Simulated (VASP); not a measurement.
# PbO (Fm-3m) in VASP: notebook, part 2 of 2

VASP 6.6.1. The steps go on from the part before.

### Step 3. Single point, r2SCAN

POSCAR

```
PbO
1.0
    0.0000000000      2.6065174966      2.6065174966
    2.6065174966      0.0000000000      2.6065174966
    2.6065174966      2.6065174966      0.0000000000
Pb O
1 1
Direct
    0.0000000000      0.0000000000      0.0000000000
    0.5000000000      0.5000000000      0.5000000000
```

INCAR.step1

```
SYSTEM = PbO
PREC = Accurate
ENCUT = 520
ISMEAR = 0
SIGMA = 0.01
LREAL = .False.
LASPH = .True.
NELM = 80
NBANDS = 17
GGA = PE
ALGO = Normal
EDIFF = 1E-4
LWAVE = .True.
LCHARG = .False.
```

INCAR.step2

```
SYSTEM = PbO
PREC = Accurate
ENCUT = 520
EDIFF = 1E-6
ISMEAR = 0
SIGMA = 0.01
LREAL = .False.
LASPH = .True.
NELM = 80
ALGO = Normal
ISIF = 2
LWAVE = .False.
LCHARG = .True.
METAGGA = R2SCAN
LMIXTAU = .True.
LELF = .True.
LVHAR = .True.
NBANDS = 17
ISTART = 1
```

KPOINTS

```
Automatic mesh
0
Gamma
  6 6 6
  0 0 0
```

Potentials or basis: VASP PAW PBE potentials, release 64 (Pb_d, O).

Launch:

```bash
cat potpaw_PBE.64/Pb_d/POTCAR potpaw_PBE.64/O/POTCAR > POTCAR
cp INCAR.step1 INCAR
mpirun -np 1 vasp_std > vasp.out
cp INCAR.step2 INCAR
mpirun -np 1 vasp_std > vasp.out
```

OUTCAR:

```text
SYSTEM = PbO
   PREC = Accurate
   ENCUT = 520
   EDIFF = 1E-6
   ISMEAR = 0
   LREAL = .False.
   LASPH = .True.
   NELM = 80
   ISIF = 2
   METAGGA = R2SCAN
   ISTART = 1

 ion  position               nearest neighbor table
   1  0.000  0.000  0.000-   2 2.61   2 2.61   2 2.61   2 2.61   2 2.61   2 2.61
   2  0.500  0.500  0.500-   1 2.61   1 2.61   1 2.61   1 2.61   1 2.61   1 2.61

  LATTYP: Found a face centered cubic cell.
 ALAT       =     5.2130349932

  Lattice vectors:

 A1 = (   0.0000000000,   2.6065174966,   2.6065174966)
 A2 = (   2.6065174966,   0.0000000000,   2.6065174966)
 A3 = (   2.6065174966,   2.6065174966,   0.0000000000)

Analysis of symmetry for initial positions (statically):
=====================================================================
 Subroutine PRICEL returns:
 Original cell was already a primitive cell.

 Routine SETGRP: Setting up the symmetry group for a
 face centered cubic supercell.

 Subroutine GETGRP returns: Found 48 space group operations
 (whereof 48 operations were pure point group operations)
 out of a pool of 48 trial point group operations.

The static configuration has the point symmetry O_h .

Analysis of symmetry for dynamics (positions and initial velocities):
=====================================================================
 Subroutine PRICEL returns:
 Original cell was already a primitive cell.

 Routine SETGRP: Setting up the symmetry group for a
 face centered cubic supercell.

 Subroutine GETGRP returns: Found 48 space group operations
 (whereof 48 operations were pure point group operations)
 out of a pool of 48 trial point group operations.

The dynamic configuration has the point symmetry O_h .

 Subroutine INISYM returns: Found 48 space group operations
 (whereof 48 operations are pure point group operations),
 and found     1 'primitive' translations

----------------------------------------------------------------------------------------

[... 102 lines left out ...]
     AMIX     =   0.40;   BMIX     =  1.00
     AMIX_MAG =   1.60;   BMIX_MAG =  1.00
  volume/ion in A,a.u.               =      17.71       119.50
  Fermi-wavevector in a.u.,A,eV,Ry     =   1.353155  2.557092 24.912651  1.831028
  Thomas-Fermi vector in A             =   2.480434
   LORBIT       =      0    0 simple, 1 ext, 2 COOP (PROOUT), +10 PAW based schemes
   METAGGA = R2SCAN    functional components
   LHFCALC =     F    Hartree Fock is set to
   AEXX    =    0.0000 exact exchange contribution
   IVDW    =     0    specifies the selected vdW correction
   LEPSILON=     F    determine dielectric tensor
   LRPA    =     F    only Hartree local field effects (RPA)
 non-spin polarized calculation
 Gauss-broadening in eV      SIGMA  =   0.01
  energy-cutoff  :      520.00
  volume of cell :       35.42
 maximum number of plane-waves:       962
   NGX = 13   NGY = 13   NGZ = 13

 number of electron      20.0000001 magnetization

 Free energy of the ion-electron system (eV)
  ---------------------------------------------------
  ext. energy  EPLUGINS =         0.00000000
  ---------------------------------------------------
  free energy    TOTEN  =       -64.29036243 eV

  energy without entropy =      -64.29036243  energy(sigma->0) =      -64.29036243

 E-fermi :   6.7290     XC(G=0): -11.2921

 val. band max:        6.5844334868   @ k =   0.5000   0.0000   0.0000
 cond. band min:       6.8918085429   @ k =   0.5000   0.0000   0.0000
 fundamental gap:      0.3073750560
 Fermi energy:         6.7289547360

 k-point     1 :       0.0000    0.0000    0.0000
  band No.  band energies     occupation
      1     -12.3405      2.00000
      2     -10.5686      2.00000
      3     -10.5686      2.00000
      4     -10.5686      2.00000
      5     -10.4348      2.00000
      6     -10.4348      2.00000
[... 297 lines left out ...]
      4     -10.4098      2.00000
      5     -10.3727      2.00000
      6      -9.6531      2.00000
[... 9 lines left out ...]
     16      22.9729      0.00000
     17      25.5320      0.00000

------------------------ aborting loop because EDIFF is reached ----------------------------------------

  FORCE on cell =-STRESS in cart. coord.  units (eV):
  Direction    XX          YY          ZZ          XY          YZ          ZX
  --------------------------------------------------------------------------------------
  -------------------------------------------------------------------------------------
  Total       -0.0087939     -0.0087939     -0.0087939     -0.0000000     -0.0000000     -0.0000000
  in kB       -0.3978131     -0.3978131     -0.3978131     -0.0000000     -0.0000000     -0.0000000
  external PRESSURE =      -0.3978131 kB  Pullay stress =       0.0000000 kB

 VOLUME and BASIS-vectors are now :
 -----------------------------------------------------------------------------
  energy-cutoff  :      520.00
  volume of cell :       35.42
      direct lattice vectors                 reciprocal lattice vectors
     0.000000000  2.606517497  2.606517497    -0.191826834  0.191826834  0.191826834
     2.606517497  0.000000000  2.606517497     0.191826834 -0.191826834  0.191826834
     2.606517497  2.606517497  0.000000000     0.191826834  0.191826834 -0.191826834

 POSITION                                       TOTAL-FORCE (eV/Angst)
 -----------------------------------------------------------------------------------
      0.00000      0.00000      0.00000        -0.000000      0.000000      0.000000
      2.60652      2.60652      2.60652         0.000000     -0.000000     -0.000000
 -----------------------------------------------------------------------------------
    total drift:                                0.000000      0.000000      0.000000

  FREE ENERGIE OF THE ION-ELECTRON SYSTEM (eV)
  ---------------------------------------------------
  free  energy   TOTEN  =       -64.2903624279 eV

  energy  without entropy=      -64.2903624279  energy(sigma->0) =      -64.29036243
```

OUTCAR.step1:

```text
SYSTEM = PbO
   PREC = Accurate
   ENCUT = 520
   ISMEAR = 0
   LREAL = .False.
   LASPH = .True.
[... 530 lines left out ...]
      0.00000      0.00000      0.00000         0.000000      0.000000      0.000000
      2.60652      2.60652      2.60652         0.000000      0.000000     -0.000000
 -----------------------------------------------------------------------------------
    total drift:                                0.000000      0.000000      0.000000

  FREE ENERGIE OF THE ION-ELECTRON SYSTEM (eV)
  ---------------------------------------------------
  free  energy   TOTEN  =       -10.3783295197 eV

  energy  without entropy=      -10.3783295197  energy(sigma->0) =      -10.37832952
```

OSZICAR.step1:

```text
N       E                     dE             d eps       ncg     rms          rms(c)
DAV:   1     0.172401848259E+03    0.17240E+03   -0.10583E+04   552   0.144E+03
DAV:   2    -0.499330421189E+00   -0.17290E+03   -0.16526E+03   619   0.349E+02
DAV:   3    -0.123300417739E+02   -0.11831E+02   -0.11763E+02   650   0.997E+01
DAV:   4    -0.125798064073E+02   -0.24976E+00   -0.24955E+00   710   0.152E+01
DAV:   5    -0.125875692127E+02   -0.77628E-02   -0.77615E-02   750   0.262E+00    0.865E+00
DAV:   6    -0.107026002099E+02    0.18850E+01   -0.15562E+01   731   0.276E+01    0.511E+00
DAV:   7    -0.103937975576E+02    0.30880E+00   -0.20225E+00   683   0.117E+01    0.151E+00
DAV:   8    -0.104271532766E+02   -0.33356E-01   -0.46491E-01   592   0.638E+00    0.183E+00
DAV:   9    -0.103786234374E+02    0.48530E-01   -0.64885E-02   683   0.285E+00    0.268E-01
DAV:  10    -0.103785614316E+02    0.62006E-04   -0.67543E-03   618   0.625E-01    0.145E-01
DAV:  11    -0.103783348057E+02    0.22663E-03   -0.10969E-03   599   0.226E-01    0.282E-02
DAV:  12    -0.103783295197E+02    0.52859E-05   -0.25209E-05   313   0.616E-02
   1 F= -.10378330E+02 E0= -.10378330E+02  d E =-.343092E-25
```

It took 59 s on 1 thread of Intel Xeon Platinum 8259CL at 2.50GHz (Skylake/Cascade Lake), shared host; peak memory 0.17 GiB.

Results:

* Free energy: -64.2904 eV
* Pressure: 0.0 GPa
* Band gap on the k mesh: 0.31 eV, direct

Caveat: the PAW data sets were made with another functional, which shifts forces and pressure a little; spin-orbit coupling is left out, which moves the levels of the heavy elements. A k mesh can miss the band edges.

### Step 4. Single point, HSE06

POSCAR is that of step 3.

INCAR.step1

```
SYSTEM = PbO
PREC = Accurate
ENCUT = 520
EDIFF = 1E-5
ISMEAR = 0
SIGMA = 0.01
LREAL = .FALSE.
LASPH = .TRUE.
NELM = 60
ALGO = Normal
ISIF = 2
LWAVE = .TRUE.
NBANDS = 17
GGA = PE
```

INCAR.step2

```
SYSTEM = PbO
PREC = Accurate
ENCUT = 520
EDIFF = 1E-6
ISMEAR = 0
SIGMA = 0.01
LREAL = .FALSE.
LASPH = .TRUE.
NELM = 60
ALGO = Normal
ISIF = 2
LWAVE = .FALSE.
LCHARG = .TRUE.
GGA = PE
LHFCALC = .TRUE.
HFSCREEN = 0.2079
PRECFOCK = Normal
LELF = .TRUE.
LVHAR = .TRUE.
NBANDS = 17
ISTART = 1
```

KPOINTS

```
regular mesh
0
G
  4 4 4
  0 0 0
```

Launch:

```bash
cat potpaw_PBE.64/Pb_d/POTCAR potpaw_PBE.64/O/POTCAR > POTCAR
cp INCAR.step1 INCAR
mpirun -np 1 vasp_std > vasp.out
cp INCAR.step2 INCAR
mpirun -np 1 vasp_std > vasp.out
```

Run time: 10 min. Hardware: 1 thread of Intel Xeon Platinum 8259CL at 2.50GHz (Skylake/Cascade Lake), shared host; peak memory 0.28 GiB.

Results (log left out):

```yaml
Free_energy: -12.6410 eV
Pressure: -1.6 GPa
Band_gap_on_the_k_mesh: 0.15 eV, direct
```

Levels at points of the mesh, in eV from the valence-band top:
```
           k point  band 8  band 9  band 10  band 11  band 12  band 13
(0.00, 0.00, 0.00)   -3.42   -3.42    -3.42     9.24     9.24     9.24
(0.50, 0.00, 0.00)   -2.97   -2.97     0.00     0.15     5.60     5.60
(0.50, 0.50, 0.00)   -6.48   -4.47    -4.47     4.54     7.02     7.10
```

Caveat: the k points lie up to 0.52 Å⁻¹ apart; the PAW data sets were made with another functional, which shifts forces and pressure a little; spin-orbit coupling is left out, which moves the levels of the heavy elements. A k mesh can miss the band edges.

### Step 5. The runs side by side

| level | potentials or basis | k mesh | grid for exact exchange (PRECFOCK) | screening parameter | gap on the mesh (eV) | pressure (GPa) |
| --- | --- | --- | --- | --- | --- | --- |
| LDA | VASP PAW LDA potentials, release 64 (Pb_d, O) | 4 × 4 × 4 | - | - | 0.58 | -5.8 |
| r2SCAN | VASP PAW PBE potentials, release 64 (Pb_d, O) | 6 × 6 × 6 | - | - | 0.31 | 0.0 |
| HSE06 | VASP PAW PBE potentials, release 64 (Pb_d, O) | 4 × 4 × 4 | Normal | 0.2079 1/Å | 0.15 | -1.6 |

Alike in all rows: task single point; no spin polarisation; cell as given; cutoff (eV) 520; smearing gaussian 0.01 eV.

Caveats: some runs use coarse meshes; spin-orbit coupling is left out, which moves the levels of the heavy elements; the PAW data sets were made with another functional, which shifts forces and pressure a little (some runs).

Total energies depend on the potentials used, so only differences within one code and one set of settings carry meaning.
